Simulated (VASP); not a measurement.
# B (Cmcm) in VASP: further runs, part 2 of 2

VASP 6.6.1. Earlier steps stand in the parts before.

## 3. Single point, LDA (volume scaled by 0.92)

Contents of INCAR:

```
SYSTEM = B
PREC = Accurate
ENCUT = 520
EDIFF = 1E-6
ISMEAR = -1
SIGMA = 0.1
LREAL = .FALSE.
LASPH = .TRUE.
NELM = 80
ALGO = Normal
ISIF = 2
LWAVE = .FALSE.
LCHARG = .TRUE.
LELF = .TRUE.
LVHAR = .TRUE.
NBANDS = 10
```

Contents of KPOINTS:

```
regular mesh
0
G
  22 22 13
  0 0 0
```

Contents of POSCAR:

```
B
1.0
   -2.3948923326      2.5753186833      0.7755261590
    2.5753186833     -2.3948923326      0.7755261590
    1.9130602209      1.9130602209     -0.4450749672
B
2
Direct
    0.0679677043      0.9320322957      0.0000000000
    0.6820322957      0.3179677043      0.5000000000
```

Potentials or basis: VASP PAW LDA potentials, release 64 (B).

Command:

```sh
> cat potpaw_LDA.64/B/POTCAR > POTCAR
> mpirun -np 1 vasp_std > vasp.out
```

Wall time 59 s (1 thread of Intel Xeon 6975P-C (Granite Rapids), shared host); peak memory 0.21 GiB.

Results (log left out):

* Free energy: -13.8474 eV
* Pressure: 19.9 GPa
* Largest force: 0.343 eV/Å
* Band gap on the k mesh: zero (band 3 reaches 11.78 eV, above the bottom of band 4 at 1.54 eV)

Forces in eV/Å, atoms in the order of the input:
```
B    0.243 -0.243  0.000
B   -0.243  0.243  0.000
```

Stress tensor (GPa, compression positive):
```
11.66  6.83  2.13
 6.83 11.66  2.13
 2.13  2.13 36.28
```

Levels at points of the mesh, in eV from the Fermi level:
| k point | band 1 | band 2 | band 3 | band 4 | band 5 | band 6 | band 7 |
| --- | --- | --- | --- | --- | --- | --- | --- |
| (0.00, 0.00, 0.00) | -17.01 | -5.81 | -5.56 | -2.94 | 3.87 | 9.59 | 13.75 |
| (0.50, 0.00, 0.00) | -7.63 | -7.43 | 5.13 | 7.89 | 7.95 | 8.03 | 12.19 |
| (0.50, 0.50, 0.00) | -16.50 | -9.28 | -5.61 | 2.42 | 4.30 | 7.65 | 12.94 |

Caveat: the cell differs from its parent crystal (volume scaled by 0.92).

## 4. Single point, LDA (volume scaled by 0.96)

Contents of INCAR:

```
  ALGO = Normal
  EDIFF = 1E-6
  ENCUT = 520
  GGA = CA
  ISIF = 2
  ISMEAR = -1
  LASPH = T
  LCHARG = F
  LREAL = F
  LWAVE = F
  NBANDS = 10
  NELM = 60
  PREC = Accurate
  SIGMA = 0.1
```

Contents of KPOINTS:

```
k-points
0
Gamma
  22 22 13
```

Contents of POSCAR:

```
B
1.0
   -2.4291097031      2.6121139214      0.7866066012
    2.6121139214     -2.4291097031      0.7866066012
    1.9403933455      1.9403933455     -0.4514340402
B
2
Direct
    0.0679677043      0.9320322957      0.0000000000
    0.6820322957      0.3179677043      0.5000000000
```

Potentials or basis: VASP PAW LDA potentials, release 64 (B).

Command:

```sh
> cat potpaw_LDA.64/B/POTCAR > POTCAR
> mpirun -np 1 vasp_std > vasp.out
```

OUTCAR:

```text
EDIFF = 1E-6
   ENCUT = 520
   GGA = CA
   ISIF = 2
   ISMEAR = -1
   LASPH = T
   LREAL = F
   NELM = 60
   PREC = Accurate

 ion  position               nearest neighbor table
   1  0.068  0.932  0.000-   2 1.80   2 1.80   2 1.80   2 1.80
   2  0.682  0.318  0.500-   1 1.80   1 1.80   1 1.80   1 1.80

  LATTYP: Found a base centered orthorhombic cell.
 ALAT       =     1.5943590775
 B/A-ratio  =     4.4716192991
 C/A-ratio  =     1.7442840869

  Lattice vectors:

 A1 = (  -2.4291097031,   2.6121139214,   0.7866066012)
[... 489 lines left out ...]
      4       9.2834      0.00000
      5      14.0954      0.00000
      6      16.6038      0.00000
      7      17.1542      0.00000
      8      17.5911      0.00000
      9      21.6984      0.00000
     10      26.9084      0.00000

 [... further k-points ...]
[... 5 lines left out ...]
  --------------------------------------------------------------------------------------
  -------------------------------------------------------------------------------------
  Total        0.5200011      0.5200011      1.6644292      0.3251596      0.0979522      0.0979522
  in kB       52.7113838     52.7113838    168.7195676     32.9607213      9.9291982      9.9291982
  external PRESSURE =      91.3807784 kB  Pullay stress =       0.0000000 kB

 VOLUME and BASIS-vectors are now :
 -----------------------------------------------------------------------------
  energy-cutoff  :      520.00
  volume of cell :       15.81
      direct lattice vectors                 reciprocal lattice vectors
    -2.429109703  2.612113921  0.786606601    -0.027189346  0.171175193  0.618892583
     2.612113921 -2.429109703  0.786606601     0.171175193 -0.027189346  0.618892583
     1.940393345  1.940393345 -0.451434040     0.250889848  0.250889848 -0.058369585

 POSITION                                       TOTAL-FORCE (eV/Angst)
 -----------------------------------------------------------------------------------
      2.26947     -2.08647      0.78661         0.099295     -0.099295      0.000000
      0.14403      1.97936      0.56089        -0.099295      0.099295     -0.000000
 -----------------------------------------------------------------------------------
    total drift:                               -0.000000     -0.000000      0.000000

  FREE ENERGIE OF THE ION-ELECTRON SYSTEM (eV)
  ---------------------------------------------------
  free  energy   TOTEN  =       -13.9068469140 eV

  energy  without entropy=      -13.8966402635  energy(sigma->0) =      -13.90174359
```

stdout:

```text
POSCAR found type information on POSCAR B
 POSCAR found :  1 types and       2 ions
 scaLAPACK will be used
 LDA part: xc-table for (Slater(with rela. corr.)+CA(PZ))
 , standard interpolation
 POSCAR, INCAR and KPOINTS ok, starting setup
 FFT: planning ... GRIDC
 FFT: planning ... GRID_SOFT
 FFT: planning ... GRID
 WAVECAR not read
 entering main loop
```

Wall time 64 s (1 thread of Intel Xeon 6975P-C (Granite Rapids), shared host); peak memory 0.23 GiB.

Results:

```yaml
Free_energy: -13.9068 eV
Pressure: 9.1 GPa
Largest_force: 0.140 eV/Å
Band_gap_on_the_k_mesh: zero (band 3 reaches 11.21 eV, above the bottom of band 4 at 1.30 eV)
```

Forces on the atoms (eV/Å):
```
B    0.099 -0.099  0.000
B   -0.099  0.099  0.000
```

Levels at points of the mesh, in eV from the Fermi level:
```csv
k point,band 1,band 2,band 3,band 4,band 5,band 6,band 7,band 8
"(0.00, 0.00, 0.00)",-16.69,-5.66,-5.46,-2.79,3.57,9.29,13.30,16.96
"(0.50, 0.00, 0.00)",-7.47,-7.28,4.95,7.61,7.62,7.74,11.69,11.70
"(0.50, 0.50, 0.00)",-16.21,-8.99,-5.47,2.31,3.98,7.45,12.61,15.74
```

Caveat: the cell differs from its parent crystal (volume scaled by 0.96).

## 5. Single point, LDA

This run uses another cell than the first one, of 8.23 Å³/atom, 1.136 times its volume.

Contents of INCAR:

```
PREC = Accurate
ENCUT = 520
EDIFF = 1E-6
ISMEAR = -1
SIGMA = 0.1
LREAL = False
LASPH = True
NELM = 60
ALGO = Normal
ISIF = 2
LWAVE = False
LCHARG = True
LELF = True
LVHAR = True
NBANDS = 10
```

Contents of KPOINTS:

```
Automatic mesh
0
Gamma
  22 22 13
```

Contents of POSCAR:

```
B
1.0
   -2.4623893140      2.6479007509      0.7973833732
    2.6479007509     -2.4623893140      0.7973833732
    1.9669773797      1.9669773797     -0.4576188367
B
2
Direct
    0.0679677043      0.9320322957      0.0000000000
    0.6820322957      0.3179677043      0.5000000000
```

Command:

```sh
> cat potpaw_LDA.64/B/POTCAR > POTCAR
> mpirun -np 1 vasp_std > vasp.out
```

Wall time 67 s (1 thread of Intel Xeon 6975P-C (Granite Rapids), shared host); peak memory 0.23 GiB.

It converged, with:

| Item | Value |
| --- | --- |
| Free energy | -13.9259 eV |
| Pressure | 0.2 GPa |
| Largest force | 0.034 eV/Å |
| Band gap on the k mesh | zero (band 3 reaches 10.68 eV, above the bottom of band 4 at 1.09 eV) |

Forces on the atoms (eV/Å):
```
B   -0.024  0.024  0.000
B    0.024 -0.024  0.000
```

Stress tensor (GPa, compression positive):
```
0.01 0.35 0.02
0.35 0.01 0.02
0.02 0.02 0.49
```

Levels at points of the mesh, in eV from the Fermi level:
```
           k point  band 1  band 2  band 3  band 4  band 5  band 6  band 7
(0.00, 0.00, 0.00)  -16.38   -5.52   -5.36   -2.66    3.31    9.01   12.88
(0.50, 0.00, 0.00)   -7.31   -7.13    4.77    7.31    7.34    7.47   11.18
(0.50, 0.50, 0.00)  -15.93   -8.73   -5.34    2.21    3.68    7.26   12.30
```

## 6. Overview

```csv
cell,gap on the mesh (eV),pressure (GPa),largest force (eV/Å)
"a = 3.548, b = 3.548, c = 2.702 Å, angles 90.0, 90.0, 154.8°, 2 atoms",none,32.7,0.58
"a = 3.601, b = 3.601, c = 2.742 Å, angles 90.0, 90.0, 154.8°, 2 atoms",none,19.9,0.34
"a = 3.653, b = 3.653, c = 2.781 Å, angles 90.0, 90.0, 154.8°, 2 atoms",none,9.1,0.14
"a = 3.703, b = 3.703, c = 2.819 Å, angles 90.0, 90.0, 154.8°, 2 atoms",none,0.2,0.03
```

Alike in all rows: task single point; level LDA; potentials or basis VASP PAW LDA potentials, release 64 (B); no spin polarisation; k mesh 22 × 22 × 13; cutoff (eV) 520; smearing fermi-dirac 0.1 eV.

Total energies depend on the potentials used, so only differences within one code and one set of settings carry meaning.
